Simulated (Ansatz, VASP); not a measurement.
One calculation of SnO2, two programs

Contents of INCAR:

```
SYSTEM = SnO2
PREC = Accurate
ENCUT = 520
EDIFF = 1E-7
ISMEAR = 0
SIGMA = 0.05
LREAL = .False.
LASPH = .True.
NELM = 80
ALGO = Normal
ISIF = 2
LWAVE = .False.
LCHARG = .False.
GGA = PE
NBANDS = 20
```

The input KPOINTS:

```
Automatic mesh
0
Gamma
  12 12 12
  0 0 0
```

The input POSCAR:

```
SnO2
1.0
    1.5874934052      0.9165397449      4.8292069647
   -1.5874934052      0.9165397449      4.8292069647
    0.0000000000     -1.8330794897      4.8292069648
Sn O
1 2
Direct
    0.5000000000      0.5000000000      0.5000000000
    0.2348826742      0.2348826742      0.2348826742
    0.7651173258      0.7651173258      0.7651173258
```

Input for Ansatz:

```yaml
crystal:
  lattice:
    - [1.5874934052, 0.9165397449, 4.8292069647]
    - [-1.5874934052, 0.9165397449, 4.8292069647]
    - [0.0, -1.8330794897, 4.8292069648]
  atoms:
    - { symbol: Sn, position: [0.5, 0.5, 0.5] }
    - { symbol: O, position: [0.2348826742, 0.2348826742, 0.2348826742] }
    - { symbol: O, position: [0.7651173258, 0.7651173258, 0.7651173258] }
basis:
  ecutwfc: 520.0
kpoints:
  mp_grid: { grid: [12, 12, 12] }
hamiltonian:
  xc: pbe
  pseudopotentials: { kind: paw, azcp: { folder: soft_1 } }
scf:
  occupations: { method: gaussian, width: 0.05 }
output:
  forces: true
  stress: true
  eigenvalues: true
```

Alike in both runs: task single point; functional PBE; k mesh 12 × 12 × 12; occupations gaussian, width 0.05 eV; no spin polarisation.

|  | VASP | Ansatz |
| --- | --- | --- |
| version | VASP 6.6.1 | Ansatz 0.2.0 |
| potentials or method | VASP PAW PBE potentials, release 64 (Sn_d, O), cutoff 520 eV | scalar-relativistic, plane waves, PAW |
| valence electrons in the cell | 26 | 26 |

|  | VASP | Ansatz | Ansatz less VASP |
| --- | --- | --- | --- |
| gap on the k mesh at the Fermi level (eV) | 2.37 | 2.39 | +0.021 |
| least direct gap on the mesh (eV) | 2.61 | 2.63 | +0.014 |
| pressure (GPa) | 9.4 | 8.6 | -0.71 |
| traceless stress, the component that is largest in VASP (GPa) | -4.00 | -3.57 | +0.431 |
| rms of the force components (eV/Å) | 0.331 | 0.301 | -0.0303 |

Atom by atom the forces differ by 0.030 eV/Å (rms over components). The functional is the same, so the differences come from potentials, cutoffs and numerics.
